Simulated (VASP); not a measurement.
Write the native input for VASP 6.6.1 that does the following.

- Task: single point
- Functional: PBEsol
- Potentials or basis: VASP PAW PBE potentials, release 64 (H)
- Cutoff: 520 eV
- k mesh: 8 × 8 × 8
- Occupations: gaussian, width 0.1 eV
- Spin: no spin polarisation
- Dipole correction: no
- Further INCAR settings: ALGO = Normal; EDIFF = 1e-06; NBANDS = 6

The structure of H lies in POSCAR:

```
H
1.0
    0.0000000000      1.1348989796      1.1348989796
    1.1348989796      0.0000000000      1.1348989796
    1.1348989796      1.1348989796      0.0000000000
H
1
Direct
    0.0000000000      0.0000000000      0.0000000000
```

These files were run (other wordings do the same):

INCAR

```
ALGO = Normal ; EDIFF = 1E-6
ENCUT = 520 ; GGA = PS
ISIF = 2 ; ISMEAR = 0
LASPH = T ; LCHARG = F
LREAL = F ; LWAVE = F
NBANDS = 6 ; NELM = 100
PREC = Accurate ; SIGMA = 0.1
```

KPOINTS

```
k-points
0
Gamma
  8 8 8
```

Potentials or basis: VASP PAW PBE potentials, release 64 (H).

Launch:

```sh
$ cat potpaw_PBE.64/H/POTCAR > POTCAR
$ mpirun -np 1 vasp_std > vasp.out
```

Results of the run:

- Pressure: -0.6 GPa
- Band gap on the k mesh: zero (an odd number of electrons rules out a gap without spin polarisation)

Caveat: the k points lie up to 0.60 Å⁻¹ apart, too coarse for converged energies and pressures of a metal; the atoms stand far beyond bonding distance, and open shells without spin polarisation read as a metal; the PAW data sets were made with another functional, which shifts forces and pressure a little.

Wall time 1.5 s on 1 thread of Intel Xeon 8259CL (shared host), peak memory 0.1 GiB.
